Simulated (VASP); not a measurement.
# ScGa2As3 in VASP: notebook, part 2 of 2

VASP 6.6.1.

**3. Single point, PBE**

This run uses another cell than the first one, of 25.27 Å³/atom.

File INCAR:

```
SYSTEM = ScGa2As3
PREC     = Accurate       ! precision mode
ENCUT    = 520            ! plane-wave cutoff, eV
EDIFF    = 1E-6           ! SCF threshold, eV
ISMEAR   = 0              ! smearing method
SIGMA    = 0.2            ! smearing width, eV
LREAL    = .FALSE.        ! projectors in reciprocal space
LASPH    = .TRUE.         ! aspherical terms in the spheres
NELM     = 60             ! most SCF steps
ALGO     = Normal         ! electronic algorithm
ISIF     = 2              ! what is computed and relaxed
LWAVE    = .FALSE.        ! write WAVECAR
LCHARG   = .FALSE.        ! write CHGCAR
GGA      = PE             ! functional
NBANDS   = 64             ! bands
```

File KPOINTS:

```
Automatic mesh
0
G
  3 3 3
  0 0 0
```

File POSCAR:

```
ScGa2As3
1.0
    6.2752523939     -3.6287062410      0.0000000000
    6.2752523939      3.6287062410      0.0000000000
    0.0000000000      0.0000000000      6.6589556896
Sc Ga As
2 4 6
Direct
    0.8338680175      0.1661319825      0.5062775105
    0.1661319825      0.8338680175      0.0062775105
    0.1671979718      0.4926773985      0.4971818133
    0.5073226015      0.8328020282      0.4971818133
    0.4926773985      0.1671979718     -0.0028181867
    0.8328020282      0.5073226015     -0.0028181867
    0.8340015002      0.5158185697      0.6232459455
    0.4841814303      0.1659984998      0.6232459455
    0.1874367585      0.8125632415      0.6078669719
    0.5158185697      0.8340015002      0.1232459455
    0.1659984998      0.4841814303      0.1232459455
    0.8125632415      0.1874367585      0.1078669719
```

Potentials or basis: VASP PAW PBE potentials, release 64 (Sc_sv, Ga_d, As).

Command:

```
> cat potpaw_PBE.64/Sc_sv/POTCAR potpaw_PBE.64/Ga_d/POTCAR potpaw_PBE.64/As/POTCAR > POTCAR
> mpirun -np 1 vasp_std > vasp.out
```

OUTCAR:

```text
SYSTEM = ScGa2As3
   PREC = Accurate
   ENCUT = 520
   EDIFF = 1E-6
   ISMEAR = 0
   LREAL = .FALSE.
   LASPH = .TRUE.
   NELM = 60
   ISIF = 2
   GGA = PE

 ion  position               nearest neighbor table
   1  0.834  0.166  0.506-   7 2.65   8 2.65   9 2.65  12 2.66
   2  0.166  0.834  0.006-  10 2.65  11 2.65  12 2.65   9 2.66
   3  0.167  0.493  0.497-   7 2.48   8 2.48  11 2.49   9 2.51
   4  0.507  0.833  0.497-   8 2.48   7 2.48  10 2.49   9 2.51
   5  0.493  0.167  0.997-  10 2.48  11 2.48   8 2.49  12 2.51
   6  0.833  0.507  0.997-  11 2.48  10 2.48   7 2.49  12 2.51
   7  0.834  0.516  0.623-   3 2.48   4 2.48   6 2.49   1 2.65
   8  0.484  0.166  0.623-   4 2.48   3 2.48   5 2.49   1 2.65
   9  0.187  0.813  0.608-   3 2.51   4 2.51   1 2.65   2 2.66
  10  0.516  0.834  0.123-   5 2.48   6 2.48   4 2.49   2 2.65
  11  0.166  0.484  0.123-   6 2.48   5 2.48   3 2.49   2 2.65
  12  0.813  0.187  0.108-   5 2.51   6 2.51   2 2.65   1 2.66

  LATTYP: Found a base centered orthorhombic cell.
 ALAT       =     7.2574124820
 B/A-ratio  =     1.7293360160
 C/A-ratio  =     0.9175385451

  Lattice vectors:

 A1 = (  -6.2752523939,  -3.6287062410,   0.0000000000)
 A2 = (   6.2752523939,  -3.6287062410,   0.0000000000)
 A3 = (   0.0000000000,   0.0000000000,   6.6589556896)

Analysis of symmetry for initial positions (statically):
=====================================================================
 Subroutine PRICEL returns:
 Original cell was already a primitive cell.

 Routine SETGRP: Setting up the symmetry group for a
 base centered orthorhombic supercell.

 Subroutine GETGRP returns: Found  4 space group operations
 (whereof  2 operations were pure point group operations)
 out of a pool of  8 trial point group operations.

The static configuration has the point symmetry C_1h.
 The point group associated with its full space group is C_2v.

Analysis of symmetry for dynamics (positions and initial velocities):
=====================================================================
 Subroutine PRICEL returns:
 Original cell was already a primitive cell.

 Routine SETGRP: Setting up the symmetry group for a
 base centered orthorhombic supercell.

 Subroutine GETGRP returns: Found  4 space group operations
 (whereof  2 operations were pure point group operations)
 out of a pool of  8 trial point group operations.

The dynamic configuration has the point symmetry C_1h.
 The point group associated with its full space group is C_2v.

 Subroutine INISYM returns: Found  4 space group operations
 (whereof  2 operations are pure point group operations),
 and found     1 'primitive' translations

----------------------------------------------------------------------------------------

                                     Primitive cell

  volume of cell :     303.2628

  direct lattice vectors                    reciprocal lattice vectors
     6.275252394 -3.628706241  0.000000000     0.079678070 -0.137790156  0.000000000
     6.275252394  3.628706241  0.000000000     0.079678070  0.137790156  0.000000000
     0.000000000  0.000000000  6.658955690     0.000000000  0.000000000  0.150173698

  length of vectors
     7.248882782  7.248882782  6.658955690     0.159168848  0.159168848  0.150173698

  position of ions in fractional coordinates (direct lattice)
     0.833868018  0.166131982  0.506277510
     0.166131982  0.833868018  0.006277510
     0.167197972  0.492677398  0.497181813
     0.507322602  0.832802028  0.497181813
[... 66 lines left out ...]
   NGX,Y,Z   is equivalent  to a cutoff of  12.38, 12.38, 12.48 a.u.
   NGXF,Y,Z  is equivalent  to a cutoff of  24.77, 24.77, 24.97 a.u.
 SYSTEM =  ScGa2As3
   PREC   = accura    normal or accurate (medium, high low for compatibility)
   ISTART =      0    job   : 0-new  1-cont  2-samecut
   ICHARG =      2    charge: 1-file 2-atom 10-const
   ISPIN  =      1    spin polarized calculation?
   LNONCOLLINEAR =      F non collinear calculations
   LSORBIT =      F    spin-orbit coupling
   LASPH  =      T    aspherical Exc in radial PAW
   ENCUT  =  520.0 eV  38.22 Ry    6.18 a.u.  13.48 13.48 12.38*2*pi/ulx,y,z
   NELM   =     60;   NELMIN=  2; NELMDL= -5     # of ELM steps
   EDIFF  = 0.1E-05   stopping-criterion for ELM
   LREAL  =      F    real-space projection
   EDIFFG = 0.1E-04   stopping-criterion for IOM
   NSW    =      0    number of steps for IOM
   IBRION =     -1    ionic relax: 0-MD 1-quasi-New 2-CG
   NFREE  =      0    steps in history (QN), initial steepest desc. (CG)
   ISIF   =      2    stress and relaxation
   ISYM   =      2    0-nonsym 1-usesym 2-fastsym
   POTIM  = 0.5000    time-step for ionic-motion
   TEBEG  =    0.0;   TEEND  =   0.0 temperature during run
   PSTRESS=    0.0 pullay stress
   NELECT =     104.0000    total number of electrons
   NUPDOWN=      -1.0000    fix difference up-down
   EMIN   =  10.00;   EMAX   =-10.00  energy-range for DOS
   EFERMI =   0.00;   METHOD = LEGACY
   ISMEAR =     0;   SIGMA  =   0.20  broadening in eV -4-tet -1-fermi 0-gaus
   EFERMI_NEDOS =   21; number of points for ismear=-14 and -15
   IALGO  =     38    algorithm
   IMIX   =      4    mixing-type and parameters
     AMIX     =   0.40;   BMIX     =  1.00
     AMIX_MAG =   1.60;   BMIX_MAG =  1.00
  volume/ion in A,a.u.               =      25.27       170.54
  Fermi-wavevector in a.u.,A,eV,Ry     =   1.145899  2.165435 17.865591  1.313084
  Thomas-Fermi vector in A             =   2.282585
   LORBIT       =      0    0 simple, 1 ext, 2 COOP (PROOUT), +10 PAW based schemes
   GGA     = PE    functional components
   LHFCALC =     F    Hartree Fock is set to
   AEXX    =    0.0000 exact exchange contribution
   IVDW    =     0    specifies the selected vdW correction
   LEPSILON=     F    determine dielectric tensor
   LRPA    =     F    only Hartree local field effects (RPA)
 non-spin polarized calculation
 Gauss-broadening in eV      SIGMA  =   0.20
  energy-cutoff  :      520.00
  volume of cell :      303.26
 maximum number of plane-waves:      8203
 NGX is ok and might be reduce to    54
   NGX = 27   NGY = 27   NGZ = 25

 number of electron     103.9999979 magnetization

 Free energy of the ion-electron system (eV)
  ---------------------------------------------------
  ext. energy  EPLUGINS =         0.00000000
  ---------------------------------------------------
  free energy    TOTEN  =       -57.80365600 eV

  energy without entropy =      -57.80365589  energy(sigma->0) =      -57.80365595

 E-fermi :   3.2342     XC(G=0):  -9.1102

 val. band max:        2.5573206493   @ k =   0.0000   0.0000   0.0000
 cond. band min:       3.9321105688   @ k =  -0.3333   0.3333   0.0000
 fundamental gap:      1.3747899195
 Fermi energy:         3.2341943864

 k-point     1 :       0.0000    0.0000    0.0000
  band No.  band energies     occupation
      1     -46.7579      2.00000
      2     -46.7569      2.00000
      3     -25.4106      2.00000
      4     -25.3995      2.00000
      5     -25.3979      2.00000
      6     -25.3969      2.00000
[... 525 lines left out ...]
     63       6.1862      0.00000
     64       6.2604      0.00000

------------------------ aborting loop because EDIFF is reached ----------------------------------------

  FORCE on cell =-STRESS in cart. coord.  units (eV):
  Direction    XX          YY          ZZ          XY          YZ          ZX
  --------------------------------------------------------------------------------------
  -------------------------------------------------------------------------------------
  Total        1.4380687      1.1487657      0.6630721      0.0000000      0.0000000      0.0000000
  in kB        7.5975066      6.0690808      3.5030973      0.0000000      0.0000000      0.0000000
  external PRESSURE =       5.7232282 kB  Pullay stress =       0.0000000 kB

 VOLUME and BASIS-vectors are now :
 -----------------------------------------------------------------------------
  energy-cutoff  :      520.00
  volume of cell :      303.26
      direct lattice vectors                 reciprocal lattice vectors
     6.275252394 -3.628706241  0.000000000     0.079678070 -0.137790156  0.000000000
     6.275252394  3.628706241  0.000000000     0.079678070  0.137790156  0.000000000
     0.000000000  0.000000000  6.658955690     0.000000000  0.000000000  0.150173698

 POSITION                                       TOTAL-FORCE (eV/Angst)
 -----------------------------------------------------------------------------------
      6.27525     -2.42302      3.37128         0.000000     -0.026644     -0.001012
      6.27525      2.42302      0.04180         0.000000      0.026644     -0.001012
      4.14088      1.18107      3.31071        -0.008926     -0.001723     -0.031303
      8.40962      1.18107      3.31071         0.008926     -0.001723     -0.031303
      4.14088     -1.18107      6.64019        -0.008926      0.001723     -0.031303
      8.40962     -1.18107      6.64019         0.008926      0.001723     -0.031303
      8.47046     -1.15459      4.15017         0.025668      0.017189      0.037985
      4.08004     -1.15459      4.15017        -0.025668      0.017189      0.037985
      6.27525      2.26840      4.04776         0.000000      0.009022     -0.012352
      8.47046      1.15459      0.82069         0.025668     -0.017189      0.037985
      4.08004      1.15459      0.82069        -0.025668     -0.017189      0.037985
      6.27525     -2.26840      0.71828         0.000000     -0.009022     -0.012352
 -----------------------------------------------------------------------------------
    total drift:                                0.000000      0.000000     -0.002364

  FREE ENERGIE OF THE ION-ELECTRON SYSTEM (eV)
  ---------------------------------------------------
  free  energy   TOTEN  =       -57.8036560037 eV

  energy  without entropy=      -57.8036558943  energy(sigma->0) =      -57.80365595
```

It took 3.9 min on 1 thread of Intel Xeon Platinum 8259CL at 2.50GHz (Skylake/Cascade Lake), shared host; peak memory 0.43 GiB.

What came out:

- Free energy: -57.8037 eV
- Pressure: 0.6 GPa
- Largest force: 0.049 eV/Å
- Band gap on the k mesh: 1.37 eV (least direct gap 1.53 eV)

Forces in eV/Å, atoms in the order of the input:
```
Sc   0.000 -0.027 -0.001
Sc   0.000  0.027 -0.001
Ga  -0.009 -0.002 -0.031
Ga   0.009 -0.002 -0.031
Ga  -0.009  0.002 -0.031
Ga   0.009  0.002 -0.031
As   0.026  0.017  0.038
As  -0.026  0.017  0.038
As   0.000  0.009 -0.012
As   0.026 -0.017  0.038
As  -0.026 -0.017  0.038
As   0.000 -0.009 -0.012
```

Caveat: an odd mesh through Γ misses points on the zone boundary, where band edges can lie.

**4. Single point, PBE**

File INCAR:

```
ALGO     = Normal         # electronic algorithm
EDIFF    = 1E-6           # SCF threshold, eV
ENCUT    = 520            # plane-wave cutoff, eV
GGA      = PE             # functional
ISIF     = 2              # what is computed and relaxed
ISMEAR   = 0              # smearing method
LASPH    = T              # aspherical terms in the spheres
LCHARG   = T              # write CHGCAR
LELF     = T              # ELF
LREAL    = F              # projectors in reciprocal space
LVHAR    = T            
LWAVE    = F              # write WAVECAR
NBANDS   = 64             # bands
NELM     = 100            # most SCF steps
PREC     = Accurate       # precision mode
SIGMA    = 0.1            # smearing width, eV
```

File KPOINTS:

```
k-points
0
Gamma
  2 2 2
```

File POSCAR:

```
ScGa2As3
1.0
    0.0013258736     -0.0014870097     -6.6930914636
   -0.0002669673      7.2426611692      0.0016175692
    6.2949021226     -3.6214631424     -0.0025572737
Sc Ga As
2 4 6
Direct
    0.5017998490      0.8316217727      0.9997277825
    0.0017188804      0.1680936840      1.0002113141
    0.4982399321      0.1670138167      0.6591857542
    0.4981055721      0.5075258781      0.3404157752
    0.9982872053      0.4924084676      0.6594571849
    0.9980491309      0.8332411547      0.3411020104
    0.6253161724      0.8345122765      0.3503936808
    0.6254653493      0.4838978055      0.6491164818
    0.6060369998      0.1860352512     -0.0002348567
    0.1253899407      0.5160737934      0.3505603257
    0.1254459200      0.1657441260      0.6497676028
    0.1061450481      0.8138319736      0.0002969445
```

Command:

```
> cat potpaw_PBE.64/Sc_sv/POTCAR potpaw_PBE.64/Ga_d/POTCAR potpaw_PBE.64/As/POTCAR > POTCAR
> mpirun -np 1 vasp_std > vasp.out
```

Run time: 4.9 min. Hardware: 1 thread of Intel Xeon Platinum 8259CL at 2.50GHz (Skylake/Cascade Lake), shared host; peak memory 0.44 GiB.

The run converged. Its results:

| Item | Value |
| --- | --- |
| Free energy | -57.7979 eV |
| Pressure | 0.2 GPa |
| Largest force | 0.033 eV/Å |
| Band gap on the k mesh | 1.33 eV (least direct gap 1.43 eV) |

Forces on the atoms (eV/Å):
```
Sc   0.003  0.021 -0.025
Sc  -0.002 -0.019 -0.028
Ga  -0.004 -0.002  0.020
Ga   0.007  0.001  0.015
Ga  -0.005  0.004  0.020
Ga   0.004  0.000  0.015
As  -0.001 -0.011 -0.014
As   0.001 -0.011 -0.014
As  -0.001 -0.013  0.014
As   0.004  0.010 -0.010
As  -0.003  0.004 -0.010
As  -0.003  0.017  0.016
```

Stress tensor (GPa, compression positive):
```
 0.14  0.00  0.01
 0.00  0.09 -0.01
 0.01 -0.01  0.23
```

Levels at points of the mesh, in eV from the valence-band top:
| k point | band 49 | band 50 | band 51 | band 52 | band 53 | band 54 | band 55 | band 56 |
| --- | --- | --- | --- | --- | --- | --- | --- | --- |
| (0.00, 0.00, 0.00) | -0.56 | -0.16 | -0.10 | 0.00 | 1.58 | 1.86 | 1.94 | 2.02 |
| (0.50, 0.00, 0.00) | -0.40 | -0.40 | -0.34 | -0.34 | 1.79 | 1.79 | 2.14 | 2.14 |
| (0.00, 0.50, 0.00) | -0.63 | -0.62 | -0.23 | -0.10 | 1.33 | 1.85 | 1.95 | 2.15 |
| (0.50, 0.50, 0.00) | -0.66 | -0.66 | -0.51 | -0.51 | 1.44 | 1.44 | 2.13 | 2.13 |
| (0.00, 0.00, 0.50) | -0.74 | -0.49 | -0.23 | -0.19 | 1.36 | 1.60 | 2.07 | 2.18 |
| (0.50, 0.00, 0.50) | -0.69 | -0.69 | -0.57 | -0.57 | 1.43 | 1.44 | 2.14 | 2.14 |
| (0.00, 0.50, 0.50) | -0.63 | -0.62 | -0.23 | -0.10 | 1.33 | 1.85 | 1.95 | 2.15 |
| (0.50, 0.50, 0.50) | -0.66 | -0.66 | -0.51 | -0.51 | 1.44 | 1.44 | 2.13 | 2.14 |

Caveat: the k points lie up to 0.50 Å⁻¹ apart.

**5. Overview**

| cell | k mesh | smearing | gap on the mesh (eV) | pressure (GPa) | largest force (eV/Å) |
| --- | --- | --- | --- | --- | --- |
| a = 6.652, b = 7.276, c = 7.279 Å, angles 120.0, 90.0, 90.0°, 12 atoms, atomic positions A | 2 × 2 × 2 | gaussian 0.1 eV | 1.30 | 0.1 | 0.06 |
| a = 7.249, b = 7.249, c = 6.659 Å, angles 90.0, 90.0, 60.1°, 12 atoms, atomic positions B | 3 × 3 × 3 | gaussian 0.2 eV | 1.37 | 0.6 | 0.05 |
| a = 6.693, b = 7.243, c = 7.262 Å, angles 119.9, 90.0, 90.0°, 12 atoms, atomic positions C | 2 × 2 × 2 | gaussian 0.1 eV | 1.33 | 0.2 | 0.03 |

Alike in all rows: task single point; level PBE; potentials or basis VASP PAW PBE potentials, release 64 (Sc_sv, Ga_d, As); no spin polarisation; cutoff (eV) 520.

Caveats: some runs use coarse meshes; an odd mesh through Γ misses points on the zone boundary, where band edges can lie (at least some runs).

Total energies depend on the potentials used, so only differences within one code and one set of settings carry meaning.
